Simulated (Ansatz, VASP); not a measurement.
One calculation of ScTi3N3, two programs

```xyz
7
Lattice="3.0558 0.0000 0.0000 0.0000 3.0558 0.0000 0.0000 0.0000 8.5421" Properties=species:S:1:pos:R:3 pbc="T T T"
Sc    0.0000    0.0000    0.0000
Ti    1.5279    1.5279    6.4525
Ti    0.0000    0.0000    4.2711
Ti    1.5279    1.5279    2.0896
N     0.0000    0.0000    6.3019
N     1.5279    1.5279    0.0000
N     0.0000    0.0000    2.2402
```

Change from the starting cell: built by hand: Layered tetragonal rocksalt with (001) vacancies (P4/mmm, No. 123).

Alike in both runs: functional PBE; k mesh 4 × 4 × 2; occupations gaussian, width 0.15 eV; collinear spin.

Ansatz relaxed the structure, and its values are those at the end. VASP's run is a single point on that final structure, the one shown.

```csv
,VASP,Ansatz
version,VASP 6.6.1,Ansatz 0.2.0
potentials or method,"VASP PAW PBE potentials, release 64 (Sc_sv, Ti_sv, N), cutoff 520 eV","scalar-relativistic, plane waves, PAW"
valence electrons in the cell,62,62
```

VASP gave:

| Quantity | Value |
| --- | --- |
| gap on the k mesh at the Fermi level (eV) | none |
| pressure (GPa) | 0.6 |
| rms of the force components (eV/Å) | 0.006 |
| net moment per atom (μB) | 0.00 |

Q: Estimate Ansatz's values.

A: gap on the k mesh at the Fermi level (eV): none; pressure (GPa): 0.0; rms of the force components (eV/Å): 0.003; net moment per atom (μB): 0.00.

A gap of «none» marks a metal or a gap that the smearing closes. Ansatz's warnings: seeded moment not kept.

The k mesh is coarse, so the values compare programs but aren't converged.
